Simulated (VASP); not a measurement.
# Sr (Im-3m) in VASP: further runs, part 2 of 2

VASP 6.6.1.

**3. Relaxation of volume and atoms at fixed shape, PBEsol**

This run uses another cell than the first one, of 57.75 Å³/atom.

Input file INCAR:

```
ALGO = Normal
EDIFF = 1E-7
EDIFFG = -0.02
ENCUT = 500
GGA = PS
GGA_COMPAT = False
IBRION = 2
ISIF = 8
ISMEAR = 1
LASPH = True
LCHARG = False
LREAL = False
LWAVE = False
NELM = 120
NELMIN = 4
NSW = 80
PREC = Accurate
SIGMA = 0.1
```

Input file KPOINTS:

```
k-points
0
Gamma
  7 7 7
```

Input file POSCAR:

```
Sr
1.0
   -2.4350000000      2.4350000000      2.4350000000
    2.4350000000     -2.4350000000      2.4350000000
    2.4350000000      2.4350000000     -2.4350000000
Sr
1
Direct
    0.0000000000      0.0000000000      0.0000000000
```

Potentials or basis: VASP PAW PBE potentials, release 64 (Sr_sv).

Launch:

```bash
cat potpaw_PBE.64/Sr_sv/POTCAR > POTCAR
mpirun -np 1 vasp_std > vasp.out
```

OUTCAR:

```text
EDIFF = 1E-7
   EDIFFG = -0.02
   ENCUT = 500
   GGA = PS
   IBRION = 2
   ISIF = 8
   ISMEAR = 1
   LASPH = True
   LREAL = False
   NELM = 120
   NELMIN = 4
   NSW = 80
   PREC = Accurate

 ion  position               nearest neighbor table
   1  0.000  0.000  0.000-

  LATTYP: Found a body centered cubic cell.
 ALAT       =     4.8700000000

  Lattice vectors:

 A1 = (  -2.4350000000,   2.4350000000,   2.4350000000)
 A2 = (   2.4350000000,  -2.4350000000,   2.4350000000)
 A3 = (   2.4350000000,   2.4350000000,  -2.4350000000)

Analysis of symmetry for initial positions (statically):
=====================================================================
 Subroutine PRICEL returns:
 Original cell was already a primitive cell.

 Routine SETGRP: Setting up the symmetry group for a
 body centered cubic supercell.

 Subroutine GETGRP returns: Found 48 space group operations
 (whereof 48 operations were pure point group operations)
 out of a pool of 48 trial point group operations.

The static configuration has the point symmetry O_h .

Analysis of symmetry for dynamics (positions and initial velocities):
=====================================================================
 Subroutine PRICEL returns:
 Original cell was already a primitive cell.

 Routine SETGRP: Setting up the symmetry group for a
 body centered cubic supercell.

 Subroutine GETGRP returns: Found 48 space group operations
 (whereof 48 operations were pure point group operations)
 out of a pool of 48 trial point group operations.

The dynamic configuration has the point symmetry O_h .

 Subroutine INISYM returns: Found 48 space group operations
 (whereof 48 operations are pure point group operations),
 and found     1 'primitive' translations

----------------------------------------------------------------------------------------

                                     Primitive cell

  volume of cell :      57.7507

  direct lattice vectors                    reciprocal lattice vectors
    -2.435000000  2.435000000  2.435000000     0.000000000  0.205338809  0.205338809
     2.435000000 -2.435000000  2.435000000     0.205338809  0.000000000  0.205338809
     2.435000000  2.435000000 -2.435000000     0.205338809  0.205338809  0.000000000

  length of vectors
     4.217543716  4.217543716  4.217543716     0.290392929  0.290392929  0.290392929

  position of ions in fractional coordinates (direct lattice)
     0.000000000  0.000000000  0.000000000

  ion indices of the primitive-cell ions
   primitive index   ion index
                 1           1

----------------------------------------------------------------------------------------

 KPOINTS: k-points

Automatic generation of k-mesh.
 Grid dimensions read from file:
 generate k-points for:    7    7    7

 Generating k-lattice:

  Cartesian coordinates                     Fractional coordinates (reciprocal lattice)
     0.000000000  0.029334116  0.029334116     0.142857143  0.000000000  0.000000000
     0.029334116  0.000000000  0.029334116     0.000000000  0.142857143  0.000000000
     0.029334116  0.029334116  0.000000000     0.000000000  0.000000000  0.142857143

  Length of vectors
     0.041484704  0.041484704  0.041484704

  Shift w.r.t. Gamma in fractional coordinates (k-lattice)
     0.000000000  0.000000000  0.000000000

 Subroutine IBZKPT returns following result:
 ===========================================

 Found     20 irreducible k-points:

 Following reciprocal coordinates:
            Coordinates               Weight
  0.000000  0.000000  0.000000      1.000000
  0.142857  0.000000  0.000000     12.000000
  0.285714  0.000000  0.000000     12.000000
  0.428571  0.000000  0.000000     12.000000
  0.142857  0.142857  0.000000     24.000000
  0.285714  0.142857 -0.000000     48.000000
[... 12 lines left out ...]
 -0.428571 -0.428571  0.285714      8.000000
 -0.428571  0.428571  0.428571      6.000000
   k-points           NKPTS =     20   k-points in BZ     NKDIM =     20   number of bands    NBANDS=      9
   number of dos      NEDOS =    301   number of ions     NIONS =      1
   total plane-waves  NPLWV =  32768
   dimension x,y,z NGX =    32 NGY =   32 NGZ =   32
   dimension x,y,z NGXF=    64 NGYF=   64 NGZF=   64
   ions per type =               1
   NGX,Y,Z   is equivalent  to a cutoff of  12.61, 12.61, 12.61 a.u.
   NGXF,Y,Z  is equivalent  to a cutoff of  25.23, 25.23, 25.23 a.u.
 SYSTEM =  unknown system
   PREC   = accura    normal or accurate (medium, high low for compatibility)
   ISTART =      0    job   : 0-new  1-cont  2-samecut
   ICHARG =      2    charge: 1-file 2-atom 10-const
   ISPIN  =      1    spin polarized calculation?
   LNONCOLLINEAR =      F non collinear calculations
   LSORBIT =      F    spin-orbit coupling
   LASPH  =      T    aspherical Exc in radial PAW
   ENCUT  =  500.0 eV  36.75 Ry    6.06 a.u.   7.69  7.69  7.69*2*pi/ulx,y,z
   NELM   =    120;   NELMIN=  4; NELMDL= -5     # of ELM steps
   EDIFF  = 0.1E-06   stopping-criterion for ELM
   LREAL  =      F    real-space projection
   EDIFFG = -.2E-01   stopping-criterion for IOM
   NSW    =     80    number of steps for IOM
   IBRION =      2    ionic relax: 0-MD 1-quasi-New 2-CG
   NFREE  =      1    steps in history (QN), initial steepest desc. (CG)
   ISIF   =      8    stress and relaxation
   ISYM   =      2    0-nonsym 1-usesym 2-fastsym
   POTIM  = 0.5000    time-step for ionic-motion
   TEBEG  =    0.0;   TEEND  =   0.0 temperature during run
   PSTRESS=    0.0 pullay stress
   NELECT =      10.0000    total number of electrons
   NUPDOWN=      -1.0000    fix difference up-down
   EMIN   =  10.00;   EMAX   =-10.00  energy-range for DOS
   EFERMI =   0.00;   METHOD = LEGACY
   ISMEAR =     1;   SIGMA  =   0.10  broadening in eV -4-tet -1-fermi 0-gaus
   EFERMI_NEDOS =   21; number of points for ismear=-14 and -15
   IALGO  =     38    algorithm
   IMIX   =      4    mixing-type and parameters
     AMIX     =   0.40;   BMIX     =  1.00
     AMIX_MAG =   1.60;   BMIX_MAG =  1.00
  volume/ion in A,a.u.               =      57.75       389.72
  Fermi-wavevector in a.u.,A,eV,Ry     =   0.912478  1.724334 11.328437  0.832617
  Thomas-Fermi vector in A             =   2.036879
   LORBIT       =      0    0 simple, 1 ext, 2 COOP (PROOUT), +10 PAW based schemes
   GGA     = PS    functional components
   LHFCALC =     F    Hartree Fock is set to
   AEXX    =    0.0000 exact exchange contribution
   IVDW    =     0    specifies the selected vdW correction
   LEPSILON=     F    determine dielectric tensor
   LRPA    =     F    only Hartree local field effects (RPA)
 conjugate gradient relaxation of ions
 non-spin polarized calculation
 Methfessel and Paxton  Order N= 1 SIGMA  =   0.10
  energy-cutoff  :      500.00
  volume of cell :       57.75
 maximum number of plane-waves:      1481
   NGX = 15   NGY = 15   NGZ = 15

--------------------------------------- Ionic step        1  -------------------------------------------

 number of electron      10.0000000 magnetization

 Free energy of the ion-electron system (eV)
  ---------------------------------------------------
  ext. energy  EPLUGINS =         0.00000000
  ---------------------------------------------------
  free energy    TOTEN  =        -1.80969351 eV

  energy without entropy =       -1.80803517  energy(sigma->0) =       -1.80914073

------------------------ aborting loop because EDIFF is reached ----------------------------------------

  FORCE on cell =-STRESS in cart. coord.  units (eV):
  Direction    XX          YY          ZZ          XY          YZ          ZX
  --------------------------------------------------------------------------------------
  -------------------------------------------------------------------------------------
  Total       -0.4763923     -0.4763923     -0.4763923     -0.0000000      0.0000000     -0.0000000
  in kB      -13.2165586    -13.2165586    -13.2165586     -0.0000000      0.0000000     -0.0000000
  external PRESSURE =     -13.2165586 kB  Pullay stress =       0.0000000 kB
[... 90 lines left out ...]
  energy  without entropy=       -1.8420323419  energy(sigma->0) =       -1.84175678

--------------------------------------- Ionic step        4  -------------------------------------------

 number of electron      10.0000000 magnetization

 Free energy of the ion-electron system (eV)
  ---------------------------------------------------
  ext. energy  EPLUGINS =         0.00000000
  ---------------------------------------------------
  free energy    TOTEN  =        -1.84171676 eV

  energy without entropy =       -1.84207348  energy(sigma->0) =       -1.84183566

 E-fermi :   1.7255     XC(G=0):  -7.6741

 val. band max:        1.7113360260   @ k =  -0.4286  -0.4286   0.2857
 cond. band min:       1.8858285375   @ k =  -0.4286  -0.4286   0.1429
 fundamental gap:      0.1744925116
 Fermi energy:         1.7255231893

 k-point     1 :       0.0000    0.0000    0.0000
  band No.  band energies     occupation
      1     -34.6171      2.00000
      2     -16.4998      2.00000
      3     -16.4998      2.00000
      4     -16.4998      2.00000
      5      -2.0075      2.00000
      6       4.2152      0.00000
      7       4.2152      0.00000
      8       4.2152      0.00000
      9       5.6520      0.00000
[... 254 lines left out ...]
  FREE ENERGIE OF THE ION-ELECTRON SYSTEM (eV)
  ---------------------------------------------------
  free  energy   TOTEN  =        -1.8417167569 eV

  energy  without entropy=       -1.8420734767  energy(sigma->0) =       -1.84183566

 reached required accuracy - stopping structural energy minimisation
```

It took 29 s on 1 thread of Intel Xeon Platinum 8488C (Sapphire Rapids), shared host; peak memory 0.19 GiB.

What came out:

* Free energy: -1.8417 eV
* Relaxed volume: 50.89 Å³/atom
* Relaxed cell: a = 4.043 Å, b = 4.043 Å, c = 4.043 Å, α = 109.47°, β = 109.47°, γ = 109.47°
* Space group after relaxing (to 0.1 Å): Im-3m (No. 229)
* Energy gained by relaxing: 32.0 meV/atom
* Ionic steps: 4
* Pressure after relaxing: 0.0 GPa
* Band gap on the k mesh: zero (bands 5 and 6 overlap by 0.41 eV)

The path:
```csv
step,energy change (eV),largest force (eV/Å),pressure (GPa),volume (Å³)
1,0.0000,0.0000,-1.32,57.75
2,-0.0252,0.0000,-0.70,53.86
3,-0.0319,0.0000,-0.09,51.25
4,-0.0320,0.0000,0.01,50.89
```

Final structure:
```cif
data_structure
_symmetry_space_group_name_H-M 'P 1'
_symmetry_Int_Tables_number 1
_cell_length_a 4.0434
_cell_length_b 4.0434
_cell_length_c 4.0434
_cell_angle_alpha 109.471
_cell_angle_beta 109.471
_cell_angle_gamma 109.471
_cell_volume 50.89
loop_
_atom_site_label
_atom_site_type_symbol
_atom_site_fract_x
_atom_site_fract_y
_atom_site_fract_z
_atom_site_occupancy
Sr1 Sr 0.00000 0.00000 0.00000 1
```

Caveat: the PAW data sets were made with another functional, which shifts forces and pressure a little.
